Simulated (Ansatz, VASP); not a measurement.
# Se: VASP beside Ansatz

File POSCAR:

```
Se
1.0
    4.3662000000      0.0000000000      0.0000000000
   -2.1831000000      3.7812401180      0.0000000000
    0.0000000000      0.0000000000      4.9536000000
Se
3
Direct
    0.2254000000      0.0000000000      0.3333333333
    0.0000000000      0.2254000000      0.6666666667
    0.7746000000      0.7746000000      0.0000000000
```

Contents of INCAR.step1:

```
  PREC = Accurate
  ENCUT = 520
  ISMEAR = 0
  SIGMA = 0.1
  LREAL = F
  LASPH = T
  NELM = 100
  NBANDS = 16
  GGA = PE
  ALGO = Normal
  EDIFF = 1E-4
  LWAVE = T
  LCHARG = F
```

Contents of INCAR.step2:

```
  PREC = Accurate
  ENCUT = 520
  EDIFF = 1E-6
  ISMEAR = 0
  SIGMA = 0.1
  LREAL = F
  LASPH = T
  NELM = 100
  ALGO = Normal
  ISIF = 2
  LWAVE = F
  LCHARG = T
  METAGGA = R2SCAN
  LMIXTAU = T
  IVDW = 12
  VDW_S6 = 1.0
  VDW_S8 = 0.78981345
  VDW_A1 = 0.49484001
  VDW_A2 = 5.73083694
  LELF = T
  LVHAR = T
  NBANDS = 16
  ISTART = 1
```

KPOINTS

```
Automatic mesh
0
Gamma
  6 6 4
```

Input for Ansatz:

```yaml
crystal:
  lattice:
    - [4.3662, 0.0, 0.0]
    - [-2.1831, 3.781240118, 0.0]
    - [0.0, 0.0, 4.9536]
  atoms:
    - { symbol: Se, position: [0.2254, 0.0, 0.3333333333] }
    - { symbol: Se, position: [0.0, 0.2254, 0.6666666667] }
    - { symbol: Se, position: [0.7746, 0.7746, 0.0] }
basis:
  ecutwfc: 500
kpoints:
  mp_grid: { grid: [6, 6, 4] }
hamiltonian:
  xc: r2scan
  dispersion: d3bj
scf:
  occupations: { method: gaussian, width: 0.1 }
output:
  forces: true
  stress: true
  eigenvalues: true
```

Alike in both runs: task single point; functional r2SCAN; dispersion D3(BJ); k mesh 6 × 6 × 4; occupations gaussian, width 0.1 eV; no spin polarisation.

|  | VASP | Ansatz |
| --- | --- | --- |
| version | VASP 6.6.1 | Ansatz 0.2.0 |
| potentials or method | VASP PAW PBE potentials, release 64 (Se), cutoff 520 eV | scalar-relativistic, plane waves, PAW |
| valence electrons in the cell | 18 | 48 |

Ansatz gave:

```
gap on the k mesh at the Fermi level (eV)                     : 1.27
least direct gap on the mesh (eV)                             : 1.52
pressure (GPa)                                                : 0.5
traceless stress, the component that is largest in VASP (GPa) : 0.58
rms of the force components (eV/Å)                            : 0.030
```

Question: Estimate VASP's values.

Answer: gap on the k mesh at the Fermi level (eV): 1.26; least direct gap on the mesh (eV): 1.51; pressure (GPa): 0.4; traceless stress, the component that is largest in VASP (GPa): 0.57; rms of the force components (eV/Å): 0.032.

VASP's potentials were made for PBE, not for r2SCAN. Atom by atom the forces differ by 0.002 eV/Å (rms over components). VASP's potentials hold 18 valence electrons a cell and Ansatz's 48, so a difference there can come from the potentials and not from the codes. Ansatz's warnings: dispersion damping borrowed.
